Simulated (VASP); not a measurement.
# CdSe (F-43m) in VASP: settings compared

The runs below take CdSe through single point, relaxation of cell and atoms, with BLYP+D3(BJ), BLYP+D4.

Program: VASP 6.6.1. These are calculated values, not measurements. Logs are shortened: lines on timing, memory, paths and dates and some standing lists are left out, and cuts for length are marked.

### Step 1. The cell of the first run

It takes space group F-43m (No. 216, cubic). The conventional cell has a = 6.115 Å, b = 6.115 Å, c = 6.115 Å, α = 90.00°, β = 90.00°, γ = 90.00°. Cd (site symmetry -43m) has 4 Se at 2.65 Å within 3.5 Å. Se (site symmetry -43m) has 4 Cd at 2.65 Å within 3.5 Å.

### Step 2. Single point, BLYP+D3(BJ)

Contents of INCAR:

```
SYSTEM = CdSe
AGGAC = 1.0
AGGAX = 1.0
ALDAC = 0.0
ALDAX = 1.0
ALGO = Normal
EDIFF = 1E-7
ENCUT = 520
GGA = B5
ISIF = 2
ISMEAR = -1
IVDW = 12
LASPH = .TRUE.
LCHARG = .FALSE.
LREAL = .FALSE.
LWAVE = .FALSE.
NBANDS = 16
NELM = 80
PREC = Accurate
SIGMA = 0.05
VDW_A1 = 0.4298
VDW_A2 = 4.2359
VDW_S6 = 1.0
VDW_S8 = 2.6996
```

Contents of KPOINTS:

```
k-points
0
G
  8 8 8
  0 0 0
```

Contents of POSCAR:

```
CdSe
1.0
    0.0000000000      3.0575816907      3.0575816907
    3.0575816907      0.0000000000      3.0575816907
    3.0575816907      3.0575816907      0.0000000000
Cd Se
1 1
Direct
    0.0000000000      0.0000000000      0.0000000000
    0.2500000000      0.2500000000      0.2500000000
```

Potentials or basis: VASP PAW PBE potentials, release 64 (Cd, Se).

Command:

```bash
$ cat potpaw_PBE.64/Cd/POTCAR potpaw_PBE.64/Se/POTCAR > POTCAR
$ mpirun -np 1 vasp_std > vasp.out
```

OUTCAR:

```text
SYSTEM = CdSe
   EDIFF = 1E-7
   ENCUT = 520
   GGA = B5
   ISIF = 2
   ISMEAR = -1
   IVDW = 12
   LASPH = .TRUE.
   LREAL = .FALSE.
   NELM = 80
   PREC = Accurate
 IVDW          = 12

 ion  position               nearest neighbor table
   1  0.000  0.000  0.000-   2 2.65   2 2.65   2 2.65   2 2.65
   2  0.250  0.250  0.250-   1 2.65   1 2.65   1 2.65   1 2.65

  LATTYP: Found a face centered cubic cell.
 ALAT       =     6.1151633814

  Lattice vectors:

 A1 = (   0.0000000000,   3.0575816907,   3.0575816907)
 A2 = (   3.0575816907,   0.0000000000,   3.0575816907)
 A3 = (   3.0575816907,   3.0575816907,   0.0000000000)

Analysis of symmetry for initial positions (statically):
=====================================================================
 Subroutine PRICEL returns:
 Original cell was already a primitive cell.

 Routine SETGRP: Setting up the symmetry group for a
 face centered cubic supercell.

 Subroutine GETGRP returns: Found 24 space group operations
 (whereof 24 operations were pure point group operations)
 out of a pool of 48 trial point group operations.

The static configuration has the point symmetry T_d .

Analysis of symmetry for dynamics (positions and initial velocities):
=====================================================================
 Subroutine PRICEL returns:
 Original cell was already a primitive cell.

 Routine SETGRP: Setting up the symmetry group for a
 face centered cubic supercell.

 Subroutine GETGRP returns: Found 24 space group operations
 (whereof 24 operations were pure point group operations)
 out of a pool of 48 trial point group operations.

The dynamic configuration has the point symmetry T_d .

 Subroutine INISYM returns: Found 24 space group operations
 (whereof 24 operations are pure point group operations),
 and found     1 'primitive' translations

----------------------------------------------------------------------------------------

                                     Primitive cell

  volume of cell :      57.1695

  direct lattice vectors                    reciprocal lattice vectors
     0.000000000  3.057581691  3.057581691    -0.163527928  0.163527928  0.163527928
     3.057581691  0.000000000  3.057581691     0.163527928 -0.163527928  0.163527928
     3.057581691  3.057581691  0.000000000     0.163527928  0.163527928 -0.163527928

  length of vectors
     4.324073495  4.324073495  4.324073495     0.283238681  0.283238681  0.283238681

  position of ions in fractional coordinates (direct lattice)
     0.000000000  0.000000000  0.000000000
     0.250000000  0.250000000  0.250000000

  ion indices of the primitive-cell ions
   primitive index   ion index
                 1           1
                 2           2

----------------------------------------------------------------------------------------

 KPOINTS: k-points

Automatic generation of k-mesh.
 Grid dimensions read from file:
 generate k-points for:    8    8    8

 Generating k-lattice:

  Cartesian coordinates                     Fractional coordinates (reciprocal lattice)
    -0.020440991  0.020440991  0.020440991     0.125000000  0.000000000  0.000000000
     0.020440991 -0.020440991  0.020440991     0.000000000  0.125000000  0.000000000
     0.020440991  0.020440991 -0.020440991     0.000000000  0.000000000  0.125000000

  Length of vectors
     0.035404835  0.035404835  0.035404835

  Shift w.r.t. Gamma in fractional coordinates (k-lattice)
     0.000000000  0.000000000  0.000000000

 Subroutine IBZKPT returns following result:
 ===========================================

 Found     29 irreducible k-points:

 Following reciprocal coordinates:
            Coordinates               Weight
  0.000000  0.000000  0.000000      1.000000
  0.125000  0.000000  0.000000      8.000000
  0.250000  0.000000  0.000000      8.000000
  0.375000  0.000000  0.000000      8.000000
  0.500000  0.000000  0.000000      4.000000
  0.125000  0.125000  0.000000      6.000000
[... 16 lines left out ...]
  0.500000  0.250000  0.125000     48.000000
 -0.375000  0.250000  0.125000     24.000000
 [... further k-points ...]
   k-points           NKPTS =     29   k-points in BZ     NKDIM =     29   number of bands    NBANDS=     16
   number of dos      NEDOS =    301   number of ions     NIONS =      2
   total plane-waves  NPLWV =  32768
   dimension x,y,z NGX =    32 NGY =   32 NGZ =   32
   dimension x,y,z NGXF=    64 NGYF=   64 NGZF=   64
   ions per type =               1   1
   NGX,Y,Z   is equivalent  to a cutoff of  12.30, 12.30, 12.30 a.u.
   NGXF,Y,Z  is equivalent  to a cutoff of  24.61, 24.61, 24.61 a.u.
 SYSTEM =  CdSe
   PREC   = accura    normal or accurate (medium, high low for compatibility)
   ISTART =      0    job   : 0-new  1-cont  2-samecut
   ICHARG =      2    charge: 1-file 2-atom 10-const
   ISPIN  =      1    spin polarized calculation?
   LNONCOLLINEAR =      F non collinear calculations
   LSORBIT =      F    spin-orbit coupling
   LASPH  =      T    aspherical Exc in radial PAW
   ENCUT  =  520.0 eV  38.22 Ry    6.18 a.u.   8.04  8.04  8.04*2*pi/ulx,y,z
   NELM   =     80;   NELMIN=  2; NELMDL= -5     # of ELM steps
   EDIFF  = 0.1E-06   stopping-criterion for ELM
   LREAL  =      F    real-space projection
   EDIFFG = 0.1E-05   stopping-criterion for IOM
   NSW    =      0    number of steps for IOM
   IBRION =     -1    ionic relax: 0-MD 1-quasi-New 2-CG
   NFREE  =      0    steps in history (QN), initial steepest desc. (CG)
   ISIF   =      2    stress and relaxation
   ISYM   =      2    0-nonsym 1-usesym 2-fastsym
   POTIM  = 0.5000    time-step for ionic-motion
   TEBEG  =    0.0;   TEEND  =   0.0 temperature during run
   PSTRESS=    0.0 pullay stress
   NELECT =      18.0000    total number of electrons
   NUPDOWN=      -1.0000    fix difference up-down
   EMIN   =  10.00;   EMAX   =-10.00  energy-range for DOS
   EFERMI =   0.00;   METHOD = LEGACY
   ISMEAR =    -1;   SIGMA  =   0.05  broadening in eV -4-tet -1-fermi 0-gaus
   EFERMI_NEDOS =   21; number of points for ismear=-14 and -15
   IALGO  =     38    algorithm
   IMIX   =      4    mixing-type and parameters
     AMIX     =   0.40;   BMIX     =  1.00
     AMIX_MAG =   1.60;   BMIX_MAG =  1.00
  volume/ion in A,a.u.               =      28.58       192.90
  Fermi-wavevector in a.u.,A,eV,Ry     =   1.113724  2.104633 16.876412  1.240381
  Thomas-Fermi vector in A             =   2.250312
   LORBIT       =      0    0 simple, 1 ext, 2 COOP (PROOUT), +10 PAW based schemes
   GGA     = B5    functional components
   LHFCALC =     F    Hartree Fock is set to
   AEXX    =    0.0000 exact exchange contribution
   IVDW    =    12    specifies the selected vdW correction
   LEPSILON=     F    determine dielectric tensor
   LRPA    =     F    only Hartree local field effects (RPA)
 non-spin polarized calculation
  energy-cutoff  :      520.00
  volume of cell :       57.17
 maximum number of plane-waves:      1572
   NGX = 17   NGY = 17   NGZ = 17

 number of electron      18.0000007 magnetization

 Free energy of the ion-electron system (eV)
  ---------------------------------------------------
  ext. energy  EPLUGINS =         0.00000000
  ---------------------------------------------------
  free energy    TOTEN  =        -4.47003722 eV

  energy without entropy =       -4.47000851  energy(sigma->0) =       -4.47002287

 E-fermi :   1.5124     XC(G=0):  -8.3289

 val. band max:        1.2070778438   @ k =   0.0000   0.0000   0.0000
 cond. band min:       1.7384865135   @ k =   0.0000   0.0000   0.0000
 fundamental gap:      0.5314086697
 Fermi energy:         1.5124248000

 k-point     1 :       0.0000    0.0000    0.0000
  band No.  band energies     occupation
      1     -11.3192      2.00000
      2      -6.7298      2.00000
      3      -6.7298      2.00000
      4      -6.7298      2.00000
      5      -6.3791      2.00000
      6      -6.3791      2.00000
[... 8 lines left out ...]
     15      12.3674      0.00000
     16      12.3674      0.00000

 k-point     2 :       0.1250    0.0000    0.0000
  band No.  band energies     occupation
      1     -11.2685      2.00000
      2      -6.7135      2.00000
      3      -6.7135      2.00000
      4      -6.6824      2.00000
      5      -6.3799      2.00000
      6      -6.3799      2.00000
[... 8 lines left out ...]
     15      11.6215      0.00000
     16      11.7625      0.00000

 k-point     3 :       0.2500    0.0000    0.0000
  band No.  band energies     occupation
      1     -11.1450      2.00000
      2      -6.6781      2.00000
      3      -6.6781      2.00000
      4      -6.5242      2.00000
      5      -6.3770      2.00000
      6      -6.3770      2.00000
[... 8 lines left out ...]
     15      11.3785      0.00000
     16      11.4745      0.00000

 k-point     4 :       0.3750    0.0000    0.0000
  band No.  band energies     occupation
      1     -11.0202      2.00000
      2      -6.6500      2.00000
      3      -6.6500      2.00000
      4      -6.3650      2.00000
      5      -6.3650      2.00000
      6      -6.2638      2.00000
[... 8 lines left out ...]
     15      12.2288      0.00000
     16      12.2288      0.00000
[... 324 lines left out ...]
 k-point    22 :       0.3750    0.2500    0.1250
  band No.  band energies     occupation
      1     -11.0536      2.00000
      2      -6.6387      2.00000
      3      -6.6204      2.00000
      4      -6.4765      2.00000
      5      -6.3696      2.00000
      6      -6.3331      2.00000
[... 8 lines left out ...]
     15      12.7841      0.00000
     16      13.9814      0.00000

 k-point    23 :       0.5000    0.2500    0.1250
  band No.  band energies     occupation
      1     -10.9546      2.00000
      2      -6.6117      2.00000
      3      -6.5950      2.00000
      4      -6.4203      2.00000
      5      -6.3582      2.00000
      6      -6.1483      2.00000
[... 8 lines left out ...]
     15      13.1050      0.00000
     16      13.9307      0.00000

 k-point    24 :      -0.3750    0.2500    0.1250
  band No.  band energies     occupation
      1     -10.9138      2.00000
      2      -6.6067      2.00000
      3      -6.5835      2.00000
      4      -6.3969      2.00000
      5      -6.3634      2.00000
      6      -6.0163      2.00000
[... 8 lines left out ...]
     15      12.9559      0.00000
     16      13.8871      0.00000

 [... further k-points ...]

------------------------ aborting loop because EDIFF is reached ----------------------------------------

 Edisp (eV)   -1.39805

 E8    (eV) :    -1.0161

  FORCE on cell =-STRESS in cart. coord.  units (eV):
  Direction    XX          YY          ZZ          XY          YZ          ZX
  --------------------------------------------------------------------------------------
  -------------------------------------------------------------------------------------
  Total       0.15045     0.15045     0.15045    -0.00000    -0.00000     0.00000
  in kB       4.21632     4.21632     4.21632    -0.00000    -0.00000     0.00000
  external pressure =        4.22 kB  Pullay stress =        0.00 kB

 VOLUME and BASIS-vectors are now :
 -----------------------------------------------------------------------------
  energy-cutoff  :      520.00
  volume of cell :       57.17
      direct lattice vectors                 reciprocal lattice vectors
     0.000000000  3.057581691  3.057581691    -0.163527928  0.163527928  0.163527928
     3.057581691  0.000000000  3.057581691     0.163527928 -0.163527928  0.163527928
     3.057581691  3.057581691  0.000000000     0.163527928  0.163527928 -0.163527928

 POSITION                                       TOTAL-FORCE (eV/Angst)
 -----------------------------------------------------------------------------------
      0.00000      0.00000      0.00000         0.000000      0.000000      0.000000
      1.52879      1.52879      1.52879        -0.000000     -0.000000     -0.000000
 -----------------------------------------------------------------------------------
    total drift:                                0.000001      0.000001      0.000001

  FREE ENERGIE OF THE ION-ELECTRON SYSTEM (eV)
  ---------------------------------------------------
  free  energy   TOTEN  =        -5.8680854384 eV

  energy  without entropy=       -5.8680567311  energy(sigma->0) =       -5.86807108
```

Wall time 24 s (1 thread of Intel Xeon Platinum 8488C (Sapphire Rapids), shared host); peak memory 0.19 GiB.

Results:

| Quantity | Value |
| --- | --- |
| Free energy | -5.8681 eV |
| Pressure | 0.4 GPa |
| Band gap on the k mesh | 0.53 eV, direct |
| Dispersion energy per atom | -0.699 eV |

Caveat: the PAW data sets were made with another functional, which shifts forces and pressure a little.

(Continued in part 2 of 2.)
